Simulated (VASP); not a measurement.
# Si3N2 (P4mm) in VASP: further runs, part 3 of 3

VASP 6.6.1. The steps go on from the part before.

## (4) Relaxation of cell and atoms, PBE

This run uses another cell than the first one, of 12.72 Å³/atom, 1.046 times its volume.

Contents of INCAR:

```
SYSTEM = Si3N2
ALGO = Normal
EDIFF = 1E-7
EDIFFG = -0.04
ENCUT = 600
GGA = PE
IBRION = 2
ISIF = 3
ISMEAR = 0
LASPH = .TRUE.
LCHARG = .FALSE.
LREAL = .FALSE.
LWAVE = .FALSE.
NELM = 60
NSW = 90
PREC = Accurate
SIGMA = 0.1
```

Contents of KPOINTS:

```
k-points
0
G
  6 6 4
  0 0 0
```

Contents of POSCAR:

```
Si3N2
1.0
    3.0863701900      0.0000000000      0.0000000000
    0.0000000000      3.0863701900      0.0000000000
    0.0000000000      0.0000000000      6.6788576700
Si N
3 2
Direct
    0.5000000000      0.0000000000      0.2599174800
    0.0000000000      0.5000000000      0.2599174800
    0.5000000000      0.5000000000      0.3043287500
    0.5000000000      0.0000000000      0.8515719000
    0.0000000000      0.5000000000      0.8515719000
```

Potentials or basis: VASP PAW PBE potentials, release 64 (Si, N).

On the command line:

```sh
cat potpaw_PBE.64/Si/POTCAR potpaw_PBE.64/N/POTCAR > POTCAR
mpirun -np 1 vasp_std > vasp.out
```

OUTCAR:

```text
SYSTEM = Si3N2
   EDIFF = 1E-7
   EDIFFG = -0.04
   ENCUT = 600
   GGA = PE
   IBRION = 2
   ISIF = 3
   ISMEAR = 0
   LASPH = .TRUE.
   LREAL = .FALSE.
   NELM = 60
   NSW = 90
   PREC = Accurate

 ion  position               nearest neighbor table
   1  0.500  0.000  0.260-   3 1.57   3 1.57   2 2.18   2 2.18   2 2.18   2 2.18
   2  0.000  0.500  0.260-   3 1.57   3 1.57   1 2.18   1 2.18   1 2.18   1 2.18
   3  0.500  0.500  0.304-   1 1.57   2 1.57   1 1.57   2 1.57
   4  0.500  0.000  0.852-
   5  0.000  0.500  0.852-

 -----------------------------------------------------------------------------
|                                                                             |
|           W    W    AA    RRRRR   N    N  II  N    N   GGGG   !!!           |
|           W    W   A  A   R    R  NN   N  II  NN   N  G    G  !!!           |
|           W    W  A    A  R    R  N N  N  II  N N  N  G       !!!           |
|           W WW W  AAAAAA  RRRRR   N  N N  II  N  N N  G  GGG   !            |
|           WW  WW  A    A  R   R   N   NN  II  N   NN  G    G                |
|           W    W  A    A  R    R  N    N  II  N    N   GGGG   !!!           |
|                                                                             |
|     The distance between some ions is very small. Please check the          |
|     nearest-neighbor list in the OUTCAR file.                               |
|     I HOPE YOU KNOW WHAT YOU ARE DOING!                                     |
|                                                                             |
 -----------------------------------------------------------------------------

  LATTYP: Found a simple tetragonal cell.
[... 198 lines left out ...]
  -------------------------------------------------------------------------------------
  Total       94.9390587     94.9390587      2.3225324      0.0000000      0.0000000      0.0000000
  in kB     2390.8772741   2390.8772741     58.4889928      0.0000000      0.0000000      0.0000000
  external PRESSURE =    1613.4145137 kB  Pullay stress =       0.0000000 kB
[... 1412 lines left out ...]
      4      -3.2076      2.00000
      5       0.3407      2.00000
      6       1.4719      2.00000
      7       2.0128      2.00000
      8       2.9338      2.00000
      9       3.0090      2.00000
     10       3.4658      2.00000
     11       4.2367      2.00000
     12       4.9017      0.00782
     13       5.2479      0.00000
     14       6.5029      0.00000
     15       6.9418      0.00000

 [... further k-points ...]

[... ionic steps 4 to 41 ...]

--------------------------------------- Ionic step       42  -------------------------------------------

 number of electron      22.0000000 magnetization

------------------------ aborting loop because EDIFF is reached ----------------------------------------
[... 73 lines left out ...]
--------------------------------------- Ionic step       44  -------------------------------------------

 number of electron      22.0000000 magnetization

 Free energy of the ion-electron system (eV)
  ---------------------------------------------------
  ext. energy  EPLUGINS =         0.00000000
  ---------------------------------------------------
  free energy    TOTEN  =       -31.01199739 eV

  energy without entropy =      -31.00502242  energy(sigma->0) =      -31.00850991

 E-fermi :   8.0204     XC(G=0): -10.9245

 val. band max:        7.8486704725   @ k =   0.1667   0.1667   0.5000
 cond. band min:       8.0586989507   @ k =   0.5000   0.1667   0.5000
 fundamental gap:      0.2100284781
 Fermi energy:         8.0204318659
[... 464 lines left out ...]
  FREE ENERGIE OF THE ION-ELECTRON SYSTEM (eV)
  ---------------------------------------------------
  free  energy   TOTEN  =       -31.0119973916 eV

  energy  without entropy=      -31.0050224204  energy(sigma->0) =      -31.00850991

 reached required accuracy - stopping structural energy minimisation
```

CONTCAR:

```text
Si3N2
   1.00000000000000
     3.5925797662182859   -0.0000000000000000   -0.0000000000000000
     0.0000000000000000    3.5925797662182868   -0.0000000000000000
    -0.0000000000000000    0.0000000000000000    4.7038702093832612
  Si              N
     3     2
Direct
     0.5000000000000000    0.0000000000000000    0.1527861390665057
     0.0000000000000000    0.5000000000000000    0.1527861390665057
     0.5000000000000000    0.5000000000000000    0.6842103733111841
     0.5000000000000000    0.0000000000000000    0.7687624292779055
     0.0000000000000000    0.5000000000000000    0.7687624292779055

  0.00000000E+00  0.00000000E+00  0.00000000E+00
  0.00000000E+00  0.00000000E+00  0.00000000E+00
  0.00000000E+00  0.00000000E+00  0.00000000E+00
  0.00000000E+00  0.00000000E+00  0.00000000E+00
  0.00000000E+00  0.00000000E+00  0.00000000E+00
```

Wall time 23 min (1 thread of Intel Xeon 6975P-C, shared host); peak memory 0.21 GiB.

What came out:

| Property | Result |
| --- | --- |
| Free energy | -31.0120 eV |
| Relaxed volume | 12.14 Å³/atom |
| Relaxed cell | a = 3.593 Å, b = 3.593 Å, c = 4.704 Å, α = 90.00°, β = 90.00°, γ = 90.00° |
| Space group after relaxing (to 0.05 Å) | P4mm (No. 99) |
| Energy gained by relaxing | 7987.7 meV/atom |
| Ionic steps | 44 |
| Pressure after relaxing | 0.0 GPa |
| Largest force after relaxing | 0.021 eV/Å |
| Band gap on the k mesh | zero (band 11 reaches 9.23 eV, above the bottom of band 12 at 6.02 eV) |

Forces in eV/Å, atoms in the order of the input:
```
Si   0.000  0.000 -0.017
Si   0.000  0.000 -0.017
Si   0.000  0.000 -0.008
N    0.000  0.000  0.021
N    0.000  0.000  0.021
```

Stress tensor (GPa, compression positive):
```
 0.09  0.00  0.00
 0.00  0.09  0.00
 0.00  0.00 -0.10
```

The path:
```csv
step,energy change (eV),largest force (eV/Å),pressure (GPa),volume (Å³)
1,0.0000,24.1041,161.34,63.62
3,-28.0089,3.1469,-14.09,127.03
5,-28.2380,3.9700,-7.99,111.11
7,-31.9340,4.3123,-10.62,98.67
9,-31.2169,4.7493,-8.68,96.39
11,-33.7347,3.4126,2.34,83.55
13,-34.3936,2.2336,-3.97,85.39
15,-34.8856,1.1126,-13.00,82.48
17,-36.9345,4.3174,-19.03,74.46
19,-38.1469,1.6102,-4.23,69.58
21,-38.3821,0.6824,6.02,66.45
23,-39.0755,1.1589,-6.88,67.77
25,-39.1447,1.3273,-9.65,67.95
27,-39.5328,1.5428,-1.98,62.89
29,-39.8139,1.0274,6.70,60.81
31,-39.9193,0.2193,0.34,62.84
33,-39.9224,0.1208,0.01,62.83
35,-39.9245,0.1258,-0.33,62.73
37,-39.9243,0.3587,0.34,61.63
39,-39.9281,0.2437,-0.06,62.10
41,-39.9327,0.2167,-0.33,61.36
43,-39.9372,0.1128,0.75,60.59
44,-39.9384,0.0212,0.02,60.71
```

Final structure:
```
CELL_PARAMETERS angstrom
3.59258 0.00000 0.00000
0.00000 3.59258 0.00000
0.00000 0.00000 4.70387
ATOMIC_POSITIONS crystal
Si 0.50000 0.00000 0.15279
Si 0.00000 0.50000 0.15279
Si 0.50000 0.50000 0.68421
N 0.50000 0.00000 0.76876
N 0.00000 0.50000 0.76876
```

## (5) Single point, PBE

This run uses another cell than the first one, of 12.11 Å³/atom, 0.996 times its volume.

Contents of INCAR:

```
SYSTEM = Si3N2
ALGO = Normal
EDIFF = 1E-7
ENCUT = 520
GGA = PE
ISIF = 2
ISMEAR = 0
LASPH = .True.
LCHARG = .False.
LREAL = .False.
LWAVE = .False.
NBANDS = 19
NELM = 80
PREC = Accurate
SIGMA = 0.1
```

Contents of KPOINTS:

```
k-points
0
Gamma
  10 10 8
  0 0 0
```

Contents of POSCAR:

```
Si3N2
1.0
    3.5954169199      0.0000000000      0.0000000000
    0.0000000000      3.5954169199      0.0000000000
    0.0000000000      0.0000000000      4.6839804083
Si N
3 2
Direct
    0.5000000000      0.0000000000      0.1547769738
    0.0000000000      0.5000000000      0.1547769738
    0.5000000000      0.5000000000      0.6810874115
    0.5000000000      0.0000000000      0.7683330754
    0.0000000000      0.5000000000      0.7683330754
```

On the command line:

```sh
cat potpaw_PBE.64/Si/POTCAR potpaw_PBE.64/N/POTCAR > POTCAR
mpirun -np 1 vasp_std > vasp.out
```

Wall time 94 s (1 thread of Intel Xeon 6975P-C, shared host); peak memory 0.23 GiB.

Results (log left out):

```yaml
Free_energy: -30.9719 eV
Pressure: -0.1 GPa
Largest_force: 0.009 eV/Å
Band_gap_on_the_k_mesh: zero (band 11 reaches 9.28 eV, above the bottom of band 12 at 6.04 eV)
```

Forces on the atoms (eV/Å):
```
Si   0.000  0.000  0.008
Si   0.000  0.000  0.008
Si   0.000  0.000 -0.009
N    0.000  0.000 -0.004
N    0.000  0.000 -0.004
```

Stress tensor (GPa, compression positive):
```
-0.12  0.00  0.00
 0.00 -0.12  0.00
 0.00  0.00 -0.01
```

Levels at points of the mesh, in eV from the Fermi level:
```csv
k point,band 8,band 9,band 10,band 11,band 12,band 13,band 14,band 15
"(0.00, 0.00, 0.00)",-1.15,-1.15,-0.41,0.17,0.17,1.06,2.93,4.88
"(0.50, 0.00, 0.00)",-5.45,-2.72,-2.11,1.34,1.65,2.39,3.37,3.57
"(0.50, 0.50, 0.00)",-4.29,-4.23,-2.44,-2.01,-1.90,1.17,4.49,7.25
"(0.00, 0.00, 0.50)",-1.63,-1.63,-1.41,-0.31,-0.31,0.65,2.71,3.22
"(0.50, 0.00, 0.50)",-2.70,-2.53,-1.92,0.69,0.88,1.69,2.20,2.71
"(0.50, 0.50, 0.50)",-3.71,-2.00,-1.36,-1.36,1.18,2.55,4.13,4.13
```

## (6) Single point, PBE

This run uses another cell than the first one, of 12.11 Å³/atom, 0.996 times its volume.

Contents of INCAR:

```
ALGO = Normal
EDIFF = 1E-7
ENCUT = 520
GGA = PE
ISIF = 2
ISMEAR = 0
LASPH = True
LCHARG = True
LELF = True
LREAL = False
LVHAR = True
LWAVE = False
NBANDS = 19
NELM = 100
PREC = Accurate
SIGMA = 0.1
```

Contents of KPOINTS:

```
k-points
0
Gamma
  10 10 8
```

POSCAR is that of step 5.

Potentials or basis: VASP PAW PBE potentials, release 64 (Si, N).

On the command line:

```sh
cat potpaw_PBE.64/Si/POTCAR potpaw_PBE.64/N/POTCAR > POTCAR
mpirun -np 1 vasp_std > vasp.out
```

It took 91 s on 1 thread of Intel Xeon 6975P-C, shared host; peak memory 0.23 GiB.

The run converged. Its results:

* Free energy: -30.9719 eV
* Pressure: -0.1 GPa
* Largest force: 0.009 eV/Å
* Band gap on the k mesh: zero (band 11 reaches 9.28 eV, above the bottom of band 12 at 6.04 eV)

Forces in eV/Å, atoms in the order of the input:
```
Si   0.000  0.000  0.008
Si   0.000  0.000  0.008
Si   0.000  0.000 -0.009
N    0.000  0.000 -0.004
N    0.000  0.000 -0.004
```

Stress tensor (GPa, compression positive):
```
-0.12  0.00  0.00
 0.00 -0.12  0.00
 0.00  0.00 -0.01
```

Levels at points of the mesh, in eV from the Fermi level:
```
           k point  band 7  band 8  band 9  band 10  band 11  band 12  band 13  band 14  band 15  band 16
(0.00, 0.00, 0.00)   -3.90   -1.15   -1.15    -0.41     0.17     0.17     1.06     2.93     4.88     5.41
(0.50, 0.00, 0.00)   -5.51   -5.45   -2.72    -2.11     1.34     1.65     2.39     3.37     3.57     6.69
(0.50, 0.50, 0.00)   -4.29   -4.29   -4.23    -2.44    -2.01    -1.90     1.17     4.49     7.25     7.25
(0.00, 0.00, 0.50)   -3.94   -1.63   -1.63    -1.41    -0.31    -0.31     0.65     2.71     3.22     7.56
(0.50, 0.00, 0.50)   -3.20   -2.70   -2.53    -1.92     0.69     0.88     1.69     2.20     2.71     5.59
(0.50, 0.50, 0.50)   -6.26   -3.71   -2.00    -1.36    -1.36     1.18     2.55     4.13     4.13     5.40
```

## (7) The runs side by side

```csv
task,cell,k mesh,cutoff (eV),gap on the mesh (eV),pressure (GPa),largest force (eV/Å)
single point,"a = 3.594, b = 3.594, c = 4.709 Å, 5 atoms",6 × 6 × 4,520,none,0.2,0.02
single point,"a = 3.086, b = 3.086, c = 6.679 Å, 5 atoms",6 × 6 × 4,520,none,161.4,24.10
relaxation of cell and atoms,"relaxed from a = 3.086, b = 3.086, c = 6.679 Å, 5 atoms",6 × 6 × 4,600,none,0.0,0.02
single point,"a = 3.595, b = 3.595, c = 4.684 Å, 5 atoms",10 × 10 × 8,520,none,-0.1,0.01
```

Alike in all rows: level PBE; potentials or basis VASP PAW PBE potentials, release 64 (Si, N); no spin polarisation; smearing gaussian 0.1 eV.

Caveats: forces of over 1 eV/Å act on the atoms, so gaps and moduli don't describe the material at rest (some runs).

Total energies depend on the potentials used, so only differences within one code and one set of settings carry meaning.
